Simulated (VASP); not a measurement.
Here is a VASP 6.6.1 calculation.

INCAR

```
PREC = Accurate
ENCUT = 520
EDIFF = 1E-6
ISMEAR = -1
SIGMA = 0.1
LREAL = F
LASPH = T
NELM = 100
ALGO = Normal
ISIF = 2
LWAVE = F
LCHARG = T
GGA = PE
LELF = T
LVHAR = T
NBANDS = 10
```

The input KPOINTS:

```
regular mesh
0
Gamma
  14 14 8
```

The input POSCAR:

```
Li
1.0
    2.3085080626      0.0000000000      0.0000000000
   -1.1542540313      1.9992266271      0.0000000000
    0.0000000000      0.0000000000      3.7737224191
Li
2
Direct
    0.3333333333      0.6666666667      0.2500000000
    0.6666666667      0.3333333333      0.7500000000
```

Potentials or basis: VASP PAW PBE potentials, release 64 (Li_sv).

Command:

```bash
$ cat potpaw_PBE.64/Li_sv/POTCAR > POTCAR
$ mpirun -np 1 vasp_std > vasp.out
```

**Question.** Estimate the band gap on the k mesh.

**Answer.** Zero (band 3 reaches 6.96 eV, above the bottom of band 4 at 1.19 eV).
